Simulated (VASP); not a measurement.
# Li2S (Fm-3m) in VASP: a series of runs, part 2 of 2

VASP 6.6.1. The steps go on from the part before.

## (3) Relaxation of cell and atoms, r2SCAN, collinear spin

Input file POSCAR:

```
Li2S
1.0
    0.0000000000      2.8825660000      2.8825660000
    2.8825660000      0.0000000000      2.8825660000
    2.8825660000      2.8825660000      0.0000000000
Li S
2 1
Direct
    0.2500000000      0.2500000000      0.2500000000
    0.7500000000      0.7500000000      0.7500000000
    0.0000000000      0.0000000000      0.0000000000
```

Input file INCAR.step1:

```
SYSTEM = Li2S
PREC     = Accurate       ! precision mode
ENCUT    = 830            ! plane-wave cutoff, eV
ISMEAR   = -5             ! smearing method
SIGMA    = 0.1            ! smearing width, eV
LREAL    = .FALSE.        ! projectors in reciprocal space
LASPH    = .TRUE.         ! aspherical terms in the spheres
NELM     = 200            ! most SCF steps
ISPIN    = 2              ! spin polarisation
MAGMOM   = 0.2 0.2 0.2    ! initial moments
GGA      = PE             ! functional
ALGO     = Normal         ! electronic algorithm
EDIFF    = 1E-5           ! SCF threshold, eV
LWAVE    = .TRUE.         ! write WAVECAR
LCHARG   = .FALSE.        ! write CHGCAR
GGA_COMPAT= .FALSE.      
IBRION   = 2              ! ionic algorithm
ISIF     = 3              ! what is computed and relaxed
EDIFFG   = -0.005         ! ionic threshold
NELMIN   = 4            
NSW      = 100            ! ionic steps
```

Input file INCAR.step2:

```
SYSTEM = Li2S
PREC     = Accurate       ! precision mode
ENCUT    = 830            ! plane-wave cutoff, eV
EDIFF    = 1E-7           ! SCF threshold, eV
ISMEAR   = -5             ! smearing method
SIGMA    = 0.1            ! smearing width, eV
LREAL    = .FALSE.        ! projectors in reciprocal space
LASPH    = .TRUE.         ! aspherical terms in the spheres
NELM     = 200            ! most SCF steps
ALGO     = Normal         ! electronic algorithm
ISIF     = 3              ! what is computed and relaxed
LWAVE    = .FALSE.        ! write WAVECAR
LCHARG   = .FALSE.        ! write CHGCAR
ISPIN    = 2              ! spin polarisation
MAGMOM   = 0.2 0.2 0.2    ! initial moments
LORBIT   = 11             ! projections on sites
METAGGA  = R2SCAN         ! meta-GGA
LMIXTAU  = .TRUE.       
IBRION   = 2              ! ionic algorithm
NSW      = 60             ! ionic steps
EDIFFG   = -0.01          ! ionic threshold
ISTART   = 1            
GGA_COMPAT= .FALSE.      
NELMIN   = 4
```

Input file KPOINTS:

```
regular mesh
0
G
  5 5 5
  0 0 0
```

Potentials or basis: VASP PAW PBE potentials, release 64 (Li_sv, S).

Started as:

```console
> cat potpaw_PBE.64/Li_sv/POTCAR potpaw_PBE.64/S/POTCAR > POTCAR
> cp INCAR.step1 INCAR
> mpirun -np 1 vasp_std > vasp.out
> cp INCAR.step2 INCAR
> mpirun -np 1 vasp_std > vasp.out
```

OUTCAR:

```text
SYSTEM = Li2S
   PREC = Accurate
   ENCUT = 830
   EDIFF = 1E-7
   ISMEAR = -5
   LREAL = .FALSE.
   LASPH = .TRUE.
   NELM = 200
   ISIF = 3
   ISPIN = 2
   LORBIT = 11
   METAGGA = R2SCAN
   IBRION = 2
   NSW = 60
   EDIFFG = -0.01
   ISTART = 1
   NELMIN = 4

 ion  position               nearest neighbor table
   1  0.250  0.250  0.250-   3 2.50   3 2.50   3 2.50   3 2.50
   2  0.750  0.750  0.750-   3 2.50   3 2.50   3 2.50   3 2.50
   3  0.000  0.000  0.000-   2 2.50   2 2.50   2 2.50   1 2.50   1 2.50   1 2.50   2 2.50   1 2.50

  LATTYP: Found a face centered cubic cell.
 ALAT       =     5.7651320000

  Lattice vectors:

 A1 = (   0.0000000000,   2.8825660000,   2.8825660000)
 A2 = (   2.8825660000,   0.0000000000,   2.8825660000)
 A3 = (   2.8825660000,   2.8825660000,   0.0000000000)

Analysis of symmetry for initial positions (statically):
=====================================================================
 Subroutine PRICEL returns:
 Original cell was already a primitive cell.

 Routine SETGRP: Setting up the symmetry group for a
 face centered cubic supercell.

 Subroutine GETGRP returns: Found 48 space group operations
 (whereof 48 operations were pure point group operations)
 out of a pool of 48 trial point group operations.

The static configuration has the point symmetry O_h .

Analysis of symmetry for dynamics (positions and initial velocities):
=====================================================================
 Subroutine PRICEL returns:
 Original cell was already a primitive cell.

 Routine SETGRP: Setting up the symmetry group for a
 face centered cubic supercell.

 Subroutine GETGRP returns: Found 48 space group operations
 (whereof 48 operations were pure point group operations)
 out of a pool of 48 trial point group operations.

The dynamic configuration has the point symmetry O_h .

Analysis of structural, dynamic, and magnetic symmetry:
=====================================================================
 Subroutine PRICEL returns:
 Original cell was already a primitive cell.

 Routine SETGRP: Setting up the symmetry group for a
 face centered cubic supercell.

 Subroutine GETGRP returns: Found 48 space group operations
[... 142 lines left out ...]
  free energy    TOTEN  =       -17.37204531 eV

  energy without entropy =      -17.37204531  energy(sigma->0) =      -17.37204531

------------------------ aborting loop because EDIFF is reached ----------------------------------------

  FORCE on cell =-STRESS in cart. coord.  units (eV):
  Direction    XX          YY          ZZ          XY          YZ          ZX
  --------------------------------------------------------------------------------------
  -------------------------------------------------------------------------------------
  Total       -0.5192948     -0.5192948     -0.5192948      0.0000000      0.0000000     -0.0000000
  in kB      -17.3682777    -17.3682777    -17.3682777      0.0000000      0.0000000     -0.0000000
  external PRESSURE =     -17.3682777 kB  Pullay stress =       0.0000000 kB
[... 104 lines left out ...]
 number of electron      12.0000004 magnetization       0.0000000

 number of electron      12.0000004 magnetization      -0.0000000

 Free energy of the ion-electron system (eV)
  ---------------------------------------------------
  ext. energy  EPLUGINS =         0.00000000
  ---------------------------------------------------
  free energy    TOTEN  =       -17.38358297 eV

  energy without entropy =      -17.38358297  energy(sigma->0) =      -17.38358297

 E-fermi :   1.2830     XC(G=0):  -8.9434

 val. band max:        1.2421269141   @ k =   0.0000   0.0000   0.0000
 cond. band min:       5.3975306439   @ k =   0.4000   0.4000   0.0000
 fundamental gap:      4.1554037299
 Fermi energy:         1.2829771640

 spin component 1

 k-point     1 :       0.0000    0.0000    0.0000
  band No.  band energies     occupation
      1     -44.3543      1.00000
      2     -44.3119      1.00000
      3     -10.2574      1.00000
      4       1.2421      1.00000
      5       1.2421      1.00000
      6       1.2421      1.00000
      7       6.3180      0.00000
      8       8.1519      0.00000
      9       8.1519      0.00000
     10       8.1519      0.00000
[... 105 lines left out ...]
 k-point    10 :      -0.4000    0.4000    0.2000
  band No.  band energies     occupation
      1     -44.3355      1.00000
      2     -44.3285      1.00000
      3      -9.7098      1.00000
      4      -0.9651      1.00000
      5      -0.3914      1.00000
      6      -0.0326      1.00000
      7       7.0827      0.00000
      8       9.2866      0.00000
      9      10.2770      0.00000
     10      12.3204      0.00000
 Fermi energy:         1.2829771640

 spin component 2

 k-point     1 :       0.0000    0.0000    0.0000
  band No.  band energies     occupation
      1     -44.3543      1.00000
      2     -44.3119      1.00000
      3     -10.2574      1.00000
      4       1.2421      1.00000
      5       1.2421      1.00000
      6       1.2421      1.00000
      7       6.3180      0.00000
      8       8.1519      0.00000
      9       8.1519      0.00000
     10       8.1519      0.00000
[... 145 lines left out ...]
  FREE ENERGIE OF THE ION-ELECTRON SYSTEM (eV)
  ---------------------------------------------------
  free  energy   TOTEN  =       -17.3835829710 eV

  energy  without entropy=      -17.3835829710  energy(sigma->0) =      -17.38358297

 reached required accuracy - stopping structural energy minimisation

 total charge

# of ion       s       p       d       tot
------------------------------------------
    1        2.018   0.018   0.000   2.035
    2        2.018   0.018   0.000   2.035
    3        1.290   2.528   0.000   3.818
--------------------------------------------------
tot          5.326   2.563   0.000   7.889

 magnetization (x)

# of ion       s       p       d       tot
------------------------------------------
    1        0.000   0.000   0.000   0.000
    2        0.000   0.000   0.000   0.000
    3        0.000  -0.000   0.000  -0.000
--------------------------------------------------
tot          0.000  -0.000   0.000  -0.000
```

OUTCAR.step1:

```text
SYSTEM = Li2S
   PREC = Accurate
   ENCUT = 830
   ISMEAR = -5
   LREAL = .FALSE.
   LASPH = .TRUE.
   NELM = 200
   ISPIN = 2
   GGA = PE
   EDIFF = 1E-5
   IBRION = 2
   ISIF = 3
   EDIFFG = -0.005
   NELMIN = 4
[... 582 lines left out ...]

 k-point     1 :       0.0000    0.0000    0.0000
  band No.  band energies     occupation
      1     -42.7297      1.00000
      2     -42.6876      1.00000
      3      -9.5711      1.00000
      4       1.4470      1.00000
      5       1.4470      1.00000
      6       1.4470      1.00000
      7       5.6996      0.00000
      8       7.6754      0.00000
      9       7.6754      0.00000
     10       7.6754      0.00000
[... 145 lines left out ...]
  FREE ENERGIE OF THE ION-ELECTRON SYSTEM (eV)
  ---------------------------------------------------
  free  energy   TOTEN  =       -11.9940359095 eV

  energy  without entropy=      -11.9940359095  energy(sigma->0) =      -11.99403591

 reached required accuracy - stopping structural energy minimisation
```

Run time: 7.2 min. Hardware: 1 thread of AMD EPYC 7R13 (Zen 3), shared host; peak memory 0.29 GiB.

What came out:

```yaml
Free_energy: -17.3836 eV
Relaxed_volume: 15.28 Å³/atom
Relaxed_cell: a = 4.018 Å, b = 4.018 Å, c = 4.018 Å, α = 60.00°, β = 60.00°, γ = 60.00°
Space_group_after_relaxing_to_0.1_Å: Fm-3m (No. 225)
Energy_gained_by_relaxing: 3.8 meV/atom
Ionic_steps: 4
Pressure_after_relaxing: 0.0 GPa
Band_gap_on_the_k_mesh: 4.16 eV (least direct gap 5.08 eV)
Net_moment: 0.00 μB per cell
Valence_electrons_inside_the_program's_atomic_spheres: Li 2.04; S 3.82
```

The path:
```csv
step,energy change (eV),largest force (eV/Å),pressure (GPa),volume (Å³)
1,0.0000,0.0000,-1.74,47.90
2,-0.0095,0.0000,-0.76,46.71
3,-0.0115,0.0000,-0.15,46.03
4,-0.0115,0.0000,0.00,45.85
```

Final structure:
```cif
data_structure
_symmetry_space_group_name_H-M 'P 1'
_symmetry_Int_Tables_number 1
_cell_length_a 4.0176
_cell_length_b 4.0176
_cell_length_c 4.0176
_cell_angle_alpha 60.000
_cell_angle_beta 60.000
_cell_angle_gamma 60.000
_cell_volume 45.85
loop_
_atom_site_label
_atom_site_type_symbol
_atom_site_fract_x
_atom_site_fract_y
_atom_site_fract_z
_atom_site_occupancy
Li1 Li 0.25000 0.25000 0.25000 1
Li2 Li 0.75000 0.75000 0.75000 1
S1 S 0.00000 0.00000 0.00000 1
```

Caveat: the PAW data sets were made with another functional, which shifts forces and pressure a little; an odd mesh through Γ misses points on the zone boundary, where band edges can lie.
